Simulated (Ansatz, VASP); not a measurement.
**Ag: VASP beside Ansatz**

The input INCAR:

```
ALGO = Normal
EDIFF = 1E-7
ENCUT = 520
GGA = CA
ISIF = 2
ISMEAR = -1
LASPH = T
LCHARG = F
LREAL = F
LWAVE = F
NBANDS = 12
NELM = 100
PREC = Accurate
SIGMA = 0.1
```

The input KPOINTS:

```
k-points
0
Gamma
  16 16 16
```

File POSCAR:

```
Ag
1.0
    2.4974226260      0.0000000000      0.0000000000
    0.0000000000      2.4974226260      0.0000000000
    0.0000000000      0.0000000000      2.4974226260
Ag
1
Direct
    0.0000000000      0.0000000000      0.0000000000
```

Input for Ansatz:

```yaml
crystal:
  lattice:
    - [2.497422626, 0.0, 0.0]
    - [0.0, 2.497422626, 0.0]
    - [0.0, 0.0, 2.497422626]
  atoms:
    - { symbol: Ag, position: [0.0, 0.0, 0.0] }
kpoints:
  mp_grid: { grid: [16, 16, 16] }
  band_path:
    path:
      - [0.0, 0.0, 0.0]
      - [0.0, 0.5, 0.0]
      - [0.5, 0.5, 0.0]
      - [0.0, 0.0, 0.0]
      - [0.5, 0.5, 0.5]
      - [0.0, 0.5, 0.0]
      - [0.5, 0.5, 0.5]
      - [0.5, 0.5, 0.0]
    npoints: 8
scf:
  occupations: { method: fermi_dirac, width: 0.1 }
hamiltonian:
  xc: lda
  pseudopotentials: { kind: paw }
output:
  forces: true
  stress: true
  eigenvalues: true
  populations: true
  dos: { projected: true, de: 0.2, e_range: [-14, 8] }
  write_density: true
  write_potential: true
  elf: true
  volumetric_format: npy
```

Change from the starting cell: volume scaled by 0.84, PAW files.

Alike in both runs: task single point; functional LDA; k mesh 16 × 16 × 16; occupations fermi-dirac, width 0.1 eV; no spin polarisation.

```csv
,VASP,Ansatz
version,VASP 6.6.1,Ansatz 0.2.0
potentials or method,"VASP PAW LDA potentials, release 64 (Ag)","PAW with Ansatz's default frozen-core files, scalar-relativistic"
plane-wave cutoff (eV),520,420
valence electrons in the cell,11,19
```

|  | VASP | Ansatz | Ansatz less VASP |
| --- | --- | --- | --- |
| pressure (GPa) | 29.4 | 29.5 | +0.04 |

LDA's correlation is that of Perdew and Zunger in VASP and of Perdew and Wang (1992) in Ansatz. Both programs put the cell under a high pressure, so it lies far from rest at this level. VASP's potentials hold 11 valence electrons a cell and Ansatz's 19, so a difference there can come from the potentials and not from the codes.
